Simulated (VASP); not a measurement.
Here is a VASP 6.6.1 calculation.

INCAR

```
SYSTEM = Al3Cu2
PREC = Accurate ; ENCUT = 520
EDIFF = 1E-6 ; ISMEAR = 0
SIGMA = 0.15 ; LREAL = .FALSE.
LASPH = .TRUE. ; NELM = 60
ALGO = Fast ; ISIF = 2
LWAVE = .FALSE. ; LCHARG = .FALSE.
GGA = PS ; NBANDS = 24
```

KPOINTS

```
regular mesh
0
G
  12 12 10
  0 0 0
```

POSCAR

```
Al3Cu2
1.0
    3.9346421713      0.0000000000      0.0000000000
   -1.9673210856      3.4075000751      0.0000000000
    0.0000000000      0.0000000000      4.5835327975
Al Cu
3 2
Direct
    0.0000000000      0.0000000000      0.0000000000
    0.3333333333      0.6666666667      0.3515059889
    0.6666666667      0.3333333333      0.6484940111
    0.3333333333      0.6666666667      0.8422899951
    0.6666666667      0.3333333333      0.1577100049
```

Potentials or basis: VASP PAW PBE potentials, release 64 (Al, Cu).

The run is started by

```console
$ cat potpaw_PBE.64/Al/POTCAR potpaw_PBE.64/Cu/POTCAR > POTCAR
$ mpirun -np 1 vasp_std > vasp.out
```

**Question.** What does it give for the largest force?

**Answer.** 0.292 eV/Å.

**Question.** What does it give for the band gap on the k mesh?

**Answer.** Zero (an odd number of electrons rules out a gap without spin polarisation).

**Question.** Predict the pressure.

**Answer.** 28.2 GPa.

Forces on the atoms (eV/Å):
```
Al   0.000  0.000  0.000
Al   0.000  0.000  0.073
Al   0.000  0.000 -0.073
Cu   0.000  0.000  0.292
Cu   0.000  0.000 -0.292
```

Caveat: the cell differs from its parent crystal (strain -0.040 along x and y, -0.080 along z); the stress differs along the axes, from 23 to 39 GPa; the PAW data sets were made with another functional, which shifts forces and pressure a little.
